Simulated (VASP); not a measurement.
A run of VASP 6.6.1 is set up as follows.

File POSCAR:

```
TePb
1.0
    0.0000000000      3.2235551415      3.2235551415
    3.2235551415      0.0000000000      3.2235551415
    3.2235551415      3.2235551415      0.0000000000
Te Pb
1 1
Direct
    0.5000000000      0.5000000000      0.5000000000
    0.0000000000      0.0000000000      0.0000000000
```

The input INCAR.step1:

```
SYSTEM = TePb
  ALGO = Normal
  EDIFF = 1E-4
  ENCUT = 520
  GGA = PE
  ISMEAR = 0
  LASPH = .True.
  LCHARG = .False.
  LREAL = .False.
  LWAVE = .True.
  NBANDS = 17
  NELM = 100
  PREC = Accurate
  SIGMA = 0.05
```

INCAR.step2

```
SYSTEM = TePb
  ALGO = Normal
  EDIFF = 1E-6
  ENCUT = 520
  ISIF = 2
  ISMEAR = 0
  ISTART = 1
  LASPH = .True.
  LCHARG = .False.
  LMIXTAU = .True.
  LREAL = .False.
  LWAVE = .False.
  METAGGA = R2SCAN
  NBANDS = 17
  NELM = 100
  PREC = Accurate
  SIGMA = 0.05
```

Contents of KPOINTS:

```
k-points
0
Gamma
  6 6 6
  0 0 0
```

Potentials or basis: VASP PAW PBE potentials, release 64 (Te, Pb_d).

The run is started by

```console
$ cat potpaw_PBE.64/Te/POTCAR potpaw_PBE.64/Pb_d/POTCAR > POTCAR
$ cp INCAR.step1 INCAR
$ mpirun -np 1 vasp_std > vasp.out
$ cp INCAR.step2 INCAR
$ mpirun -np 1 vasp_std > vasp.out
```

Estimate the band gap on the k mesh.

1.00 eV, direct.

Estimate the pressure.

1.9 GPa.

Caveat: the PAW data sets were made with another functional, which shifts forces and pressure a little; spin-orbit coupling is left out, which moves the levels of the heavy elements. A k mesh can miss the band edges.
